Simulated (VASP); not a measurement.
Input of a VASP 6.6.1 run:

File INCAR:

```
SYSTEM = KI
PREC = Accurate
ENCUT = 520
EDIFF = 1E-6
ISMEAR = 0
SIGMA = 0.05
LREAL = .False.
LASPH = .True.
NELM = 80
ALGO = Normal
ISIF = 2
LWAVE = .False.
LCHARG = .True.
GGA = PE
LELF = .True.
LVHAR = .True.
NBANDS = 15
```

File KPOINTS:

```
regular mesh
0
Gamma
  6 6 6
  0 0 0
```

The input POSCAR:

```
KI
1.0
    0.0000000000      3.2425860000      3.3835680000
    3.2425860000      0.0000000000      3.3835680000
    3.2425860000      3.2425860000      0.0000000000
K I
1 1
Direct
    0.0000000000      0.0000000000      0.0000000000
    0.5000000000      0.5000000000      0.5000000000
```

Potentials or basis: VASP PAW PBE potentials, release 64 (K_sv, I).

Run with:

```sh
$ cat potpaw_PBE.64/K_sv/POTCAR potpaw_PBE.64/I/POTCAR > POTCAR
$ mpirun -np 1 vasp_std > vasp.out
```

Q: What does it give for the band gap on the k mesh?

A: 4.43 eV, indirect (least direct gap 4.50 eV).

Q: What does it give for the pressure?

A: 5.5 GPa.

Stress tensor (GPa, compression positive):
```
6.44 0.00 0.00
0.00 6.44 0.00
0.00 0.00 3.56
```

Caveat: the cell differs from its parent crystal (strain -0.080 along x and y, -0.040 along z); spin-orbit coupling is left out, which moves the levels of the heavy elements. A k mesh can miss the band edges.
